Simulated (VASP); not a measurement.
# Ag (I4_1/amd) in VASP: single point with PBE

Aim: the single point of Ag with PBE.

All numbers are computed with VASP 6.6.1; they aren't measurements. Logs are shortened: lines on timing, memory, paths and dates and some standing lists are left out, and cuts for length are marked.

**1. The cell of the first run**

The structure is tetragonal, space group I4_1/amd (No. 141). The conventional cell has a = 4.931 Å, b = 4.931 Å, c = 2.600 Å, α = 90.00°, β = 90.00°, γ = 90.00°. Within 3.4 Å of Ag (site symmetry -4m2) lie 10 Ag at 2.55 to 3.14 Å.

**2. Single point, PBE**

INCAR

```
PREC = Accurate
ENCUT = 520
EDIFF = 1E-6
ISMEAR = -1
SIGMA = 0.08
LREAL = F
LASPH = T
NELM = 100
ALGO = Normal
ISIF = 2
LWAVE = F
LCHARG = F
GGA = PE
NBANDS = 18
```

KPOINTS

```
regular mesh
0
Gamma
  17 17 17
```

POSCAR

```
Ag
1.0
   -2.4655873815      2.4655873815      1.3000063763
    2.4655873815     -2.4655873815      1.3000063763
    2.4655873815      2.4655873815     -1.3000063763
Ag
2
Direct
   -0.3750000000     -0.1250000000     -0.2500000000
    0.3750000000      0.1250000000      0.2500000000
```

Potentials or basis: VASP PAW PBE potentials, release 64 (Ag).

Launch:

```
cat potpaw_PBE.64/Ag/POTCAR > POTCAR
mpirun -np 1 vasp_std > vasp.out
```

OUTCAR:

```text
PREC = Accurate
   ENCUT = 520
   EDIFF = 1E-6
   ISMEAR = -1
   LREAL = F
   LASPH = T
   NELM = 100
   ISIF = 2
   GGA = PE

 ion  position               nearest neighbor table
   1  0.625  0.875  0.750-   2 2.55   2 2.55   2 2.55   2 2.55   2 3.14   2 3.14   2 3.14   2 3.14

   2  0.375  0.125  0.250-   1 2.55   1 2.55   1 2.55   1 2.55   1 3.14   1 3.14   1 3.14   1 3.14

  LATTYP: Found a body centered tetragonal cell.
 ALAT       =     4.9311747630
 C/A-ratio  =     0.5272603137

  Lattice vectors:

 A1 = (  -2.4655873815,   2.4655873815,   1.3000063763)
 A2 = (   2.4655873815,  -2.4655873815,   1.3000063763)
 A3 = (   2.4655873815,   2.4655873815,  -1.3000063763)

Analysis of symmetry for initial positions (statically):
=====================================================================
 Subroutine PRICEL returns:
 Original cell was already a primitive cell.

 Routine SETGRP: Setting up the symmetry group for a
 body centered tetragonal supercell.

 Subroutine GETGRP returns: Found 16 space group operations
 (whereof  4 operations were pure point group operations)
 out of a pool of 16 trial point group operations.

The static configuration has the point symmetry C_2h.
 The point group associated with its full space group is D_4h.

Analysis of symmetry for dynamics (positions and initial velocities):
=====================================================================
 Subroutine PRICEL returns:
 Original cell was already a primitive cell.

 Routine SETGRP: Setting up the symmetry group for a
 body centered tetragonal supercell.

 Subroutine GETGRP returns: Found 16 space group operations
 (whereof  4 operations were pure point group operations)
 out of a pool of 16 trial point group operations.

The dynamic configuration has the point symmetry C_2h.
 The point group associated with its full space group is D_4h.

 Subroutine INISYM returns: Found 16 space group operations
 (whereof  4 operations are pure point group operations),
 and found     1 'primitive' translations

----------------------------------------------------------------------------------------

                                     Primitive cell

  volume of cell :      31.6116

  direct lattice vectors                    reciprocal lattice vectors
    -2.465587381  2.465587381  1.300006376     0.000000000  0.202791434  0.384613498
     2.465587381 -2.465587381  1.300006376     0.202791434  0.000000000  0.384613498
     2.465587381  2.465587381 -1.300006376     0.202791434  0.202791434  0.000000000

  length of vectors
     3.721324878  3.721324878  3.721324878     0.434800999  0.434800999  0.286790396

  position of ions in fractional coordinates (direct lattice)
     0.625000000  0.875000000  0.750000000
     0.375000000  0.125000000  0.250000000

  ion indices of the primitive-cell ions
   primitive index   ion index
                 1           1
                 2           2

----------------------------------------------------------------------------------------

 KPOINTS: regular mesh

Automatic generation of k-mesh.
 Grid dimensions read from file:
 generate k-points for:   17   17   17

 Generating k-lattice:

  Cartesian coordinates                     Fractional coordinates (reciprocal lattice)
     0.000000000  0.011928908  0.022624323     0.058823529 -0.000000000  0.000000000
     0.011928908  0.000000000  0.022624323    -0.000000000  0.058823529  0.000000000
     0.011928908  0.011928908  0.000000000     0.000000000  0.000000000  0.058823529

  Length of vectors
     0.025576529  0.025576529  0.016870023

  Shift w.r.t. Gamma in fractional coordinates (k-lattice)
     0.000000000  0.000000000  0.000000000

 Subroutine IBZKPT returns following result:
 ===========================================

 Found    405 irreducible k-points:

 Following reciprocal coordinates:
            Coordinates               Weight
  0.000000  0.000000  0.000000      1.000000
  0.058824  0.000000 -0.000000      8.000000
  0.117647  0.000000 -0.000000      8.000000
  0.176471  0.000000 -0.000000      8.000000
  0.235294  0.000000 -0.000000      8.000000
  0.294118  0.000000 -0.000000      8.000000
[... 16 lines left out ...]
 -0.176471  0.058824  0.000000     16.000000
 -0.117647  0.058824  0.000000     16.000000
 [... further k-points ...]
   k-points           NKPTS =    405   k-points in BZ     NKDIM =    405   number of bands    NBANDS=     18
   number of dos      NEDOS =    301   number of ions     NIONS =      2
   total plane-waves  NPLWV =  21952
   dimension x,y,z NGX =    28 NGY =   28 NGZ =   28
   dimension x,y,z NGXF=    56 NGYF=   56 NGZF=   56
   ions per type =               2
   NGX,Y,Z   is equivalent  to a cutoff of  12.51, 12.51, 12.51 a.u.
   NGXF,Y,Z  is equivalent  to a cutoff of  25.02, 25.02, 25.02 a.u.
 SYSTEM =  unknown system
   PREC   = accura    normal or accurate (medium, high low for compatibility)
   ISTART =      0    job   : 0-new  1-cont  2-samecut
   ICHARG =      2    charge: 1-file 2-atom 10-const
   ISPIN  =      1    spin polarized calculation?
   LNONCOLLINEAR =      F non collinear calculations
   LSORBIT =      F    spin-orbit coupling
   LASPH  =      T    aspherical Exc in radial PAW
   ENCUT  =  520.0 eV  38.22 Ry    6.18 a.u.   6.92  6.92  6.92*2*pi/ulx,y,z
   NELM   =    100;   NELMIN=  2; NELMDL= -5     # of ELM steps
   EDIFF  = 0.1E-05   stopping-criterion for ELM
   LREAL  =      F    real-space projection
   EDIFFG = 0.1E-04   stopping-criterion for IOM
   NSW    =      0    number of steps for IOM
   IBRION =     -1    ionic relax: 0-MD 1-quasi-New 2-CG
   NFREE  =      0    steps in history (QN), initial steepest desc. (CG)
   ISIF   =      2    stress and relaxation
   ISYM   =      2    0-nonsym 1-usesym 2-fastsym
   POTIM  = 0.5000    time-step for ionic-motion
   TEBEG  =    0.0;   TEEND  =   0.0 temperature during run
   PSTRESS=    0.0 pullay stress
   NELECT =      22.0000    total number of electrons
   NUPDOWN=      -1.0000    fix difference up-down
   EMIN   =  10.00;   EMAX   =-10.00  energy-range for DOS
   EFERMI =   0.00;   METHOD = LEGACY
   ISMEAR =    -1;   SIGMA  =   0.08  broadening in eV -4-tet -1-fermi 0-gaus
   EFERMI_NEDOS =   21; number of points for ismear=-14 and -15
   IALGO  =     38    algorithm
   IMIX   =      4    mixing-type and parameters
     AMIX     =   0.40;   BMIX     =  1.00
     AMIX_MAG =   1.60;   BMIX_MAG =  1.00
  volume/ion in A,a.u.               =      15.81       106.66
  Fermi-wavevector in a.u.,A,eV,Ry     =   1.450776  2.741569 28.636868  2.104750
  Thomas-Fermi vector in A             =   2.568349
   LORBIT       =      0    0 simple, 1 ext, 2 COOP (PROOUT), +10 PAW based schemes
   GGA     = PE    functional components
   LHFCALC =     F    Hartree Fock is set to
   AEXX    =    0.0000 exact exchange contribution
   IVDW    =     0    specifies the selected vdW correction
   LEPSILON=     F    determine dielectric tensor
   LRPA    =     F    only Hartree local field effects (RPA)
 non-spin polarized calculation
  energy-cutoff  :      520.00
  volume of cell :       31.61
 maximum number of plane-waves:       865
   NGX = 13   NGY = 13   NGZ = 13

 number of electron      22.0000006 magnetization

 Free energy of the ion-electron system (eV)
  ---------------------------------------------------
  ext. energy  EPLUGINS =         0.00000000
  ---------------------------------------------------
  free energy    TOTEN  =        -4.37139583 eV

  energy without entropy =       -4.35990711  energy(sigma->0) =       -4.36565147

 E-fermi :   9.5499     XC(G=0): -12.6067

 val. band max:        9.5293903497   @ k =  -0.3529  -0.4706   0.1765
 cond. band min:       9.5675795422   @ k =  -0.3529   0.4706   0.2353
 fundamental gap:      0.0381891924
 Fermi energy:         9.5499161483

 k-point     1 :       0.0000    0.0000    0.0000
  band No.  band energies     occupation
      1       1.2566      2.00000
      2       2.3266      2.00000
      3       2.6959      2.00000
      4       3.1087      2.00000
      5       3.3472      2.00000
      6       5.7585      2.00000
[... 10 lines left out ...]
     17      25.8229      0.00000
     18      30.8947      0.00000

 k-point     2 :       0.0588    0.0000   -0.0000
  band No.  band energies     occupation
      1       1.3750      2.00000
      2       2.3737      2.00000
      3       2.7078      2.00000
      4       3.2209      2.00000
      5       3.4104      2.00000
      6       5.5246      2.00000
[... 10 lines left out ...]
     17      26.0139      0.00000
     18      29.1328      0.00000

 k-point     3 :       0.1176    0.0000   -0.0000
  band No.  band energies     occupation
      1       1.7142      2.00000
      2       2.5096      2.00000
      3       2.7643      2.00000
      4       3.5130      2.00000
      5       3.6000      2.00000
      6       5.1484      2.00000
[... 10 lines left out ...]
     17      26.5605      0.00000
     18      26.8397      0.00000

 k-point     4 :       0.1765    0.0000   -0.0000
  band No.  band energies     occupation
      1       2.2109      2.00000
      2       2.7147      2.00000
      3       2.8702      2.00000
      4       3.8234      2.00000
      5       3.9784      2.00000
      6       4.7172      2.00000
[... 375 lines left out ...]
      4       3.7416      2.00000
      5       3.9301      2.00000
      6       4.7867      2.00000
[... 10 lines left out ...]
     17      24.3237      0.00000
     18      25.8520      0.00000

 k-point    23 :      -0.1765    0.0588    0.0000
  band No.  band energies     occupation
      1       1.8524      2.00000
      2       2.5916      2.00000
      3       2.8257      2.00000
      4       3.4663      2.00000
      5       3.5721      2.00000
      6       5.1849      2.00000
[... 10 lines left out ...]
     17      26.2024      0.00000
     18      26.4930      0.00000

 k-point    24 :      -0.1176    0.0588    0.0000
  band No.  band energies     occupation
      1       1.4727      2.00000
      2       2.4329      2.00000
      3       2.7482      2.00000
      4       3.2026      2.00000
      5       3.3936      2.00000
      6       5.5415      2.00000
[... 10 lines left out ...]
     17      25.8918      0.00000
     18      28.5929      0.00000

 [... further k-points ...]
[... 5 lines left out ...]
  --------------------------------------------------------------------------------------
  -------------------------------------------------------------------------------------
  Total        6.0216153      6.0216153      6.0274911      0.0000000     -0.0000000      0.0000000
  in kB      305.1949327    305.1949327    305.4927349      0.0000000     -0.0000000      0.0000000
  external PRESSURE =     305.2942001 kB  Pullay stress =       0.0000000 kB

 VOLUME and BASIS-vectors are now :
 -----------------------------------------------------------------------------
  energy-cutoff  :      520.00
  volume of cell :       31.61
      direct lattice vectors                 reciprocal lattice vectors
    -2.465587381  2.465587381  1.300006376     0.000000000  0.202791434  0.384613498
     2.465587381 -2.465587381  1.300006376     0.202791434  0.000000000  0.384613498
     2.465587381  2.465587381 -1.300006376     0.202791434  0.202791434  0.000000000

 POSITION                                       TOTAL-FORCE (eV/Angst)
 -----------------------------------------------------------------------------------
      2.46559      1.23279      0.97500        -0.000000      0.000000     -0.000000
      0.00000      1.23279      0.32500         0.000000     -0.000000      0.000000
 -----------------------------------------------------------------------------------
    total drift:                                0.000000      0.000000     -0.000000

  FREE ENERGIE OF THE ION-ELECTRON SYSTEM (eV)
  ---------------------------------------------------
  free  energy   TOTEN  =        -4.3713958278 eV

  energy  without entropy=       -4.3599071118  energy(sigma->0) =       -4.36565147
```

It took 74 s on 1 thread of Intel Xeon 6975P-C (Granite Rapids), shared host; peak memory 0.3 GiB.

What came out:

```yaml
Free_energy: -4.3714 eV
Pressure: 30.5 GPa
Band_gap_on_the_k_mesh: zero (band 11 reaches 12.57 eV, above the bottom of band 12 at 6.88 eV)
```
